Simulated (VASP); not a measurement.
# MgO (I4/mmm) in VASP: notebook, part 2 of 3

VASP 6.6.1.

**3. Single point, PBE**

This run uses another cell than the first one, of the same volume but with other edges.

File INCAR:

```
ALGO = Normal ; EDIFF = 1E-7
ENCUT = 520 ; GGA = PE
ISIF = 2 ; ISMEAR = 0
LASPH = True ; LCHARG = False
LREAL = False ; LWAVE = False
NBANDS = 11 ; NELM = 80
PREC = Accurate ; SIGMA = 0.05
```

File KPOINTS:

```
k-points
0
Gamma
  10 10 10
```

File POSCAR:

```
MgO
1.0
    0.0000000000      1.9563532374      2.5432592086
    1.9563532374      0.0000000000      2.5432592086
    1.9563532374      1.9563532374      0.0000000000
Mg O
1 1
Direct
    0.0000000000      0.0000000000      0.0000000000
    0.5000000000      0.5000000000      0.5000000000
```

Potentials or basis: VASP PAW PBE potentials, release 64 (Mg, O).

Launch:

```
$ cat potpaw_PBE.64/Mg/POTCAR potpaw_PBE.64/O/POTCAR > POTCAR
$ mpirun -np 1 vasp_std > vasp.out
```

OUTCAR:

```text
EDIFF = 1E-7
   ENCUT = 520
   GGA = PE
   ISIF = 2
   ISMEAR = 0
   LASPH = True
   LREAL = False
   NELM = 80
   PREC = Accurate

 ion  position               nearest neighbor table
   1  0.000  0.000  0.000-   2 1.96   2 1.96   2 1.96   2 1.96   2 2.54   2 2.54
   2  0.500  0.500  0.500-   1 1.96   1 1.96   1 1.96   1 1.96   1 2.54   1 2.54

  LATTYP: Found a body centered tetragonal cell.
 ALAT       =     2.7667012811
 C/A-ratio  =     1.8384776311

  Lattice vectors:

 A1 = (  -1.9563532374,   0.0000000000,   2.5432592086)
 A2 = (   1.9563532374,   0.0000000000,   2.5432592086)
 A3 = (   0.0000000000,   1.9563532374,  -2.5432592086)

Analysis of symmetry for initial positions (statically):
=====================================================================
 Subroutine PRICEL returns:
 Original cell was already a primitive cell.

 Routine SETGRP: Setting up the symmetry group for a
 body centered tetragonal supercell.

 Subroutine GETGRP returns: Found 16 space group operations
 (whereof 16 operations were pure point group operations)
 out of a pool of 16 trial point group operations.

The static configuration has the point symmetry D_4h.

Analysis of symmetry for dynamics (positions and initial velocities):
=====================================================================
 Subroutine PRICEL returns:
 Original cell was already a primitive cell.

 Routine SETGRP: Setting up the symmetry group for a
 body centered tetragonal supercell.

 Subroutine GETGRP returns: Found 16 space group operations
 (whereof 16 operations were pure point group operations)
 out of a pool of 16 trial point group operations.

The dynamic configuration has the point symmetry D_4h.

 Subroutine INISYM returns: Found 16 space group operations
 (whereof 16 operations are pure point group operations),
 and found     1 'primitive' translations

----------------------------------------------------------------------------------------

                                     Primitive cell

  volume of cell :      19.4677

  direct lattice vectors                    reciprocal lattice vectors
     0.000000000  1.956353237  2.543259209    -0.255577567  0.255577567  0.196598128
     1.956353237  0.000000000  2.543259209     0.255577567 -0.255577567  0.196598128
     1.956353237  1.956353237  0.000000000     0.255577567  0.255577567 -0.196598128

  length of vectors
     3.208657880  3.208657880  2.766701281     0.411449401  0.411449401  0.411449401

  position of ions in fractional coordinates (direct lattice)
     0.000000000  0.000000000  0.000000000
     0.500000000  0.500000000  0.500000000

  ion indices of the primitive-cell ions
   primitive index   ion index
                 1           1
                 2           2

----------------------------------------------------------------------------------------

 KPOINTS: k-points

Automatic generation of k-mesh.
 Grid dimensions read from file:
 generate k-points for:   10   10   10

 Generating k-lattice:

  Cartesian coordinates                     Fractional coordinates (reciprocal lattice)
    -0.025557757  0.025557757  0.019659813     0.100000000  0.000000000  0.000000000
     0.025557757 -0.025557757  0.019659813     0.000000000  0.100000000  0.000000000
     0.025557757  0.025557757 -0.019659813     0.000000000  0.000000000  0.100000000

  Length of vectors
     0.041144940  0.041144940  0.041144940

  Shift w.r.t. Gamma in fractional coordinates (k-lattice)
     0.000000000  0.000000000  0.000000000

 Subroutine IBZKPT returns following result:
 ===========================================

 Found    102 irreducible k-points:

 Following reciprocal coordinates:
            Coordinates               Weight
  0.000000  0.000000  0.000000      1.000000
  0.100000  0.000000  0.000000      8.000000
  0.200000  0.000000  0.000000      8.000000
  0.300000  0.000000  0.000000      8.000000
  0.400000  0.000000  0.000000      8.000000
  0.500000  0.000000  0.000000      4.000000
[... 16 lines left out ...]
  0.300000  0.300000  0.000000      2.000000
  0.400000  0.300000  0.000000      8.000000
 [... further k-points ...]
   k-points           NKPTS =    102   k-points in BZ     NKDIM =    102   number of bands    NBANDS=     11
   number of dos      NEDOS =    301   number of ions     NIONS =      2
   total plane-waves  NPLWV =  13824
   dimension x,y,z NGX =    24 NGY =   24 NGZ =   24
   dimension x,y,z NGXF=    48 NGYF=   48 NGZF=   48
   ions per type =               1   1
   NGX,Y,Z   is equivalent  to a cutoff of  12.43, 12.43, 14.42 a.u.
   NGXF,Y,Z  is equivalent  to a cutoff of  24.87, 24.87, 28.84 a.u.
 SYSTEM =  unknown system
   PREC   = accura    normal or accurate (medium, high low for compatibility)
   ISTART =      0    job   : 0-new  1-cont  2-samecut
   ICHARG =      2    charge: 1-file 2-atom 10-const
   ISPIN  =      1    spin polarized calculation?
   LNONCOLLINEAR =      F non collinear calculations
   LSORBIT =      F    spin-orbit coupling
   LASPH  =      T    aspherical Exc in radial PAW
   ENCUT  =  520.0 eV  38.22 Ry    6.18 a.u.   5.97  5.97  5.14*2*pi/ulx,y,z
   NELM   =     80;   NELMIN=  2; NELMDL= -5     # of ELM steps
   EDIFF  = 0.1E-06   stopping-criterion for ELM
   LREAL  =      F    real-space projection
   EDIFFG = 0.1E-05   stopping-criterion for IOM
   NSW    =      0    number of steps for IOM
   IBRION =     -1    ionic relax: 0-MD 1-quasi-New 2-CG
   NFREE  =      0    steps in history (QN), initial steepest desc. (CG)
   ISIF   =      2    stress and relaxation
   ISYM   =      2    0-nonsym 1-usesym 2-fastsym
   POTIM  = 0.5000    time-step for ionic-motion
   TEBEG  =    0.0;   TEEND  =   0.0 temperature during run
   PSTRESS=    0.0 pullay stress
   NELECT =       8.0000    total number of electrons
   NUPDOWN=      -1.0000    fix difference up-down
   EMIN   =  10.00;   EMAX   =-10.00  energy-range for DOS
   EFERMI =   0.00;   METHOD = LEGACY
   ISMEAR =     0;   SIGMA  =   0.05  broadening in eV -4-tet -1-fermi 0-gaus
   EFERMI_NEDOS =   21; number of points for ismear=-14 and -15
   IALGO  =     38    algorithm
   IMIX   =      4    mixing-type and parameters
     AMIX     =   0.40;   BMIX     =  1.00
     AMIX_MAG =   1.60;   BMIX_MAG =  1.00
  volume/ion in A,a.u.               =       9.73        65.69
  Fermi-wavevector in a.u.,A,eV,Ry     =   1.217119  2.300022 20.155386  1.481379
  Thomas-Fermi vector in A             =   2.352450
   LORBIT       =      0    0 simple, 1 ext, 2 COOP (PROOUT), +10 PAW based schemes
   GGA     = PE    functional components
   LHFCALC =     F    Hartree Fock is set to
   AEXX    =    0.0000 exact exchange contribution
   IVDW    =     0    specifies the selected vdW correction
   LEPSILON=     F    determine dielectric tensor
   LRPA    =     F    only Hartree local field effects (RPA)
 non-spin polarized calculation
 Gauss-broadening in eV      SIGMA  =   0.05
  energy-cutoff  :      520.00
  volume of cell :       19.47
 maximum number of plane-waves:       544
   NGX = 11   NGY = 11   NGZ = 11

 number of electron       8.0000002 magnetization

 Free energy of the ion-electron system (eV)
  ---------------------------------------------------
  ext. energy  EPLUGINS =         0.00000000
  ---------------------------------------------------
  free energy    TOTEN  =       -11.51189716 eV

  energy without entropy =      -11.51189716  energy(sigma->0) =      -11.51189716

 E-fermi :   2.9060     XC(G=0): -10.7781

 val. band max:        2.7028029261   @ k =   0.0000   0.0000   0.0000
 cond. band min:       6.7777294087   @ k =   0.0000   0.0000   0.0000
 fundamental gap:      4.0749264826
 Fermi energy:         2.9060223360

 k-point     1 :       0.0000    0.0000    0.0000
  band No.  band energies     occupation
      1     -14.3957      2.00000
      2       2.6890      2.00000
      3       2.6890      2.00000
      4       2.7028      2.00000
      5       6.7777      0.00000
      6      17.2426      0.00000
      7      20.0791      0.00000
      8      20.0791      0.00000
      9      21.2573      0.00000
     10      21.8318      0.00000
     11      23.1026      0.00000
[... 309 lines left out ...]
 k-point    24 :       0.4000    0.3000    0.0000
  band No.  band energies     occupation
      1     -13.6637      2.00000
      2      -0.7964      2.00000
      3       1.8817      2.00000
      4       2.2705      2.00000
      5      11.6834      0.00000
      6      14.5306      0.00000
      7      15.0622      0.00000
      8      22.2543      0.00000
      9      22.7606      0.00000
     10      28.0080      0.00000
     11      29.4179      0.00000

 [... further k-points ...]
[... 5 lines left out ...]
  --------------------------------------------------------------------------------------
  -------------------------------------------------------------------------------------
  Total        3.4375345      3.4375345     -1.1858628      0.0000000      0.0000000      0.0000000
  in kB      282.9062064    282.9062064    -97.5955189      0.0000000      0.0000000      0.0000000
  external PRESSURE =     156.0722979 kB  Pullay stress =       0.0000000 kB

 VOLUME and BASIS-vectors are now :
 -----------------------------------------------------------------------------
  energy-cutoff  :      520.00
  volume of cell :       19.47
      direct lattice vectors                 reciprocal lattice vectors
     0.000000000  1.956353237  2.543259209    -0.255577567  0.255577567  0.196598128
     1.956353237  0.000000000  2.543259209     0.255577567 -0.255577567  0.196598128
     1.956353237  1.956353237  0.000000000     0.255577567  0.255577567 -0.196598128

 POSITION                                       TOTAL-FORCE (eV/Angst)
 -----------------------------------------------------------------------------------
      0.00000      0.00000      0.00000        -0.000000      0.000000      0.000000
      1.95635      1.95635      2.54326         0.000000     -0.000000      0.000000
 -----------------------------------------------------------------------------------
    total drift:                               -0.000000     -0.000000      0.000000

  FREE ENERGIE OF THE ION-ELECTRON SYSTEM (eV)
  ---------------------------------------------------
  free  energy   TOTEN  =       -11.5118971564 eV

  energy  without entropy=      -11.5118971563  energy(sigma->0) =      -11.51189716
```

OSZICAR:

```text
N       E                     dE             d eps       ncg     rms          rms(c)
DAV:   1     0.158495299599E+02    0.15850E+02   -0.45679E+03  2527   0.645E+02
DAV:   2    -0.127341593018E+02   -0.28584E+02   -0.27956E+02  2618   0.138E+02
DAV:   3    -0.134320424569E+02   -0.69788E+00   -0.69724E+00  2677   0.186E+01
DAV:   4    -0.134338912392E+02   -0.18488E-02   -0.18487E-02  2445   0.111E+00
DAV:   5    -0.134338976834E+02   -0.64442E-05   -0.64442E-05  2577   0.627E-02    0.788E+00
DAV:   6    -0.115473535873E+02    0.18865E+01   -0.10377E+01  2373   0.178E+01    0.240E+00
DAV:   7    -0.115238846458E+02    0.23469E-01   -0.61577E-02  2403   0.222E+00    0.145E+00
DAV:   8    -0.115123242261E+02    0.11560E-01   -0.35074E-02  2307   0.205E+00    0.258E-01
DAV:   9    -0.115117992127E+02    0.52501E-03   -0.12208E-03  2499   0.251E-01    0.110E-01
DAV:  10    -0.115118946408E+02   -0.95428E-04   -0.26217E-04  2352   0.127E-01    0.647E-03
DAV:  11    -0.115118965522E+02   -0.19114E-05   -0.28731E-06  2571   0.127E-02    0.297E-03
DAV:  12    -0.115118971787E+02   -0.62643E-06   -0.98167E-07  2379   0.770E-03    0.125E-03
DAV:  13    -0.115118971564E+02    0.22305E-07   -0.70852E-08  1347   0.169E-03
   1 F= -.11511897E+02 E0= -.11511897E+02  d E =-.226935E-11
```

Wall time 24 s (1 thread of Intel Xeon 8259CL, shared host); peak memory 0.15 GiB.

What came out:

| Item | Value |
| --- | --- |
| Free energy | -11.5119 eV |
| Pressure | 15.6 GPa |
| Band gap on the k mesh | 4.07 eV, direct |

**4. Single point, PBE**

This run uses another cell than the first one, of the same volume but with other edges.

File INCAR:

```
PREC = Accurate
ENCUT = 520
EDIFF = 1E-6
ISMEAR = 0
SIGMA = 0.05
LREAL = F
LASPH = T
NELM = 60
ALGO = Normal
ISIF = 2
LWAVE = F
LCHARG = F
GGA = PE
NBANDS = 11
```

File KPOINTS:

```
regular mesh
0
Gamma
  10 10 10
```

File POSCAR:

```
MgO
1.0
    0.0000000000      2.1953264755      2.0197003575
    2.1953264755      0.0000000000      2.0197003575
    2.1953264755      2.1953264755      0.0000000000
Mg O
1 1
Direct
    0.0000000000      0.0000000000      0.0000000000
    0.5000000000      0.5000000000      0.5000000000
```

Launch:

```
$ cat potpaw_PBE.64/Mg/POTCAR potpaw_PBE.64/O/POTCAR > POTCAR
$ mpirun -np 1 vasp_std > vasp.out
```

Run time: 25 s. Hardware: 1 thread of Intel Xeon 8259CL, shared host; peak memory 0.16 GiB.

It converged, with:

```
Free energy            : -11.8571 eV
Pressure               : -0.3 GPa
Band gap on the k mesh : 4.24 eV, direct
```

Stress tensor (GPa, compression positive):
```
-5.82  0.00  0.00
 0.00 -5.82  0.00
 0.00  0.00 10.86
```

Levels at points of the mesh, in eV from the valence-band top:
```csv
k point,band 2,band 3,band 4,band 5,band 6,band 7
"(0.00, 0.00, 0.00)",-0.22,0.00,0.00,4.24,15.31,15.31
"(0.50, 0.00, 0.00)",-4.50,-0.76,-0.62,7.54,12.03,14.98
"(0.50, 0.50, 0.00)",-3.78,-1.58,-1.58,8.46,9.52,13.35
"(0.50, 0.00, 0.50)",-4.07,-1.49,-0.99,9.37,9.52,12.23
```

**5. Single point, PBE**

This run uses another cell than the first one, of the same volume but with other edges.

File INCAR:

```
SYSTEM = MgO
PREC = Accurate ; ENCUT = 520
EDIFF = 1E-7 ; ISMEAR = 0
SIGMA = 0.05 ; LREAL = .FALSE.
LASPH = .TRUE. ; NELM = 60
ALGO = Normal ; ISIF = 2
LWAVE = .FALSE. ; LCHARG = .FALSE.
GGA = PE ; NBANDS = 11
```

File KPOINTS:

```
regular mesh
0
G
  10 10 10
  0 0 0
```

File POSCAR:

```
MgO
1.0
    0.0000000000      2.0683823780      2.2752206158
    2.0683823780      0.0000000000      2.2752206158
    2.0683823780      2.0683823780      0.0000000000
Mg O
1 1
Direct
    0.0000000000      0.0000000000      0.0000000000
    0.5000000000      0.5000000000      0.5000000000
```

Launch:

```
$ cat potpaw_PBE.64/Mg/POTCAR potpaw_PBE.64/O/POTCAR > POTCAR
$ mpirun -np 1 vasp_std > vasp.out
```

Wall time 21 s (1 thread of Intel Xeon 8259CL, shared host); peak memory 0.15 GiB.

Results (log left out):

```
Free energy            : -11.8545 eV
Pressure               : 0.1 GPa
Band gap on the k mesh : 4.19 eV, direct
```

Stress tensor (GPa, compression positive):
```
 4.73  0.00  0.00
 0.00  4.73  0.00
 0.00  0.00 -9.07
```

Levels at points of the mesh, in eV from the valence-band top:
```
           k point  band 2  band 3  band 4  band 5  band 6  band 7
(0.00, 0.00, 0.00)   -0.16   -0.16    0.00    4.19   14.92   15.91
(0.50, 0.00, 0.00)   -4.53   -0.83   -0.62    7.50   11.97   15.03
(0.50, 0.50, 0.00)   -4.19   -1.14   -1.14    9.63    9.65   11.75
(0.50, 0.00, 0.50)   -3.91   -1.80   -1.20    8.75    9.46   12.98
```

(Part 2 of 3 ends here.)
